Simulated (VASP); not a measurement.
MgO, 4 atoms in the cell. The typed cell holds 4 atoms: a = 3.486 Å, b = 3.486 Å, c = 4.178 Å, α = 90.00°, β = 90.00°, γ = 120.00°.  This cell differs from its parent crystal: all Mg atoms moved +0.037 Å, as atom 1 along Cartesian [1 1 1].

- Program: VASP 6.6.1
- Task: single point
- Functional: r2SCAN
- Potentials or basis: VASP PAW PBE potentials, release 64 (Mg, O)
- Cutoff: 520 eV
- k mesh: 6 × 6 × 6
- Occupations: methfessel-paxton, width 0.02 eV
- Spin: no spin polarisation
- Dipole correction: no
- Further INCAR settings: ALGO = Normal; EDIFF = 1e-06; NBANDS = 16

Potentials or basis: VASP PAW PBE potentials, release 64 (Mg, O).

Launch:

```bash
$ cat potpaw_PBE.64/Mg/POTCAR potpaw_PBE.64/O/POTCAR > POTCAR
$ cp INCAR.step1 INCAR
$ mpirun -np 1 vasp_std > vasp.out
$ cp INCAR.step2 INCAR
$ mpirun -np 1 vasp_std > vasp.out
```

Hardware: 1 thread of Intel Xeon 8259CL, on a shared host.

How long does it take, and how much memory?

Wall time 5.8 min on 1 thread of Intel Xeon 8259CL, with other jobs on the host, peak memory 0.22 GiB. Counts: k points 112.
